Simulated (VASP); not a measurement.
Runs of VASP 6.6.1 on Ca2BF. The structure is that of space group P-3m1 (No. 164), or close to it. The cells are those of the table. 

```tsv
task	cell	k mesh	cutoff (eV)	gap on the mesh (eV)	pressure (GPa)	largest force (eV/Å)
single point	a = 3.566, b = 3.566, c = 6.883 Å, angles 90.0, 90.0, 120.0°, 4 atoms	15 × 15 × 8	520	none	0.1	0.01
relaxation of cell and atoms	relaxed from a = 3.552, b = 3.552, c = 5.809 Å, angles 90.0, 90.0, 120.0°, 4 atoms	6 × 6 × 4	600	none	0.0	0.03
single point	a = 3.552, b = 3.552, c = 5.809 Å, angles 90.0, 90.0, 120.0°, 4 atoms	6 × 6 × 4	520	none	11.1	3.03
single point	a = 3.565, b = 3.565, c = 6.890 Å, angles 90.0, 90.0, 120.0°, 4 atoms	6 × 6 × 4	520	none	0.1	(a)
```

Alike in all rows: level PBE; potentials or basis VASP PAW PBE potentials, release 64 (Ca_sv, B, F); no spin polarisation; smearing gaussian 0.1 eV.

Estimate the missing entries.

(a) 0.04.

Caveats: forces of over 1 eV/Å act on the atoms, so gaps and moduli don't describe the material at rest (some runs).

A gap of «none» marks levels without a gap at the run's occupations.
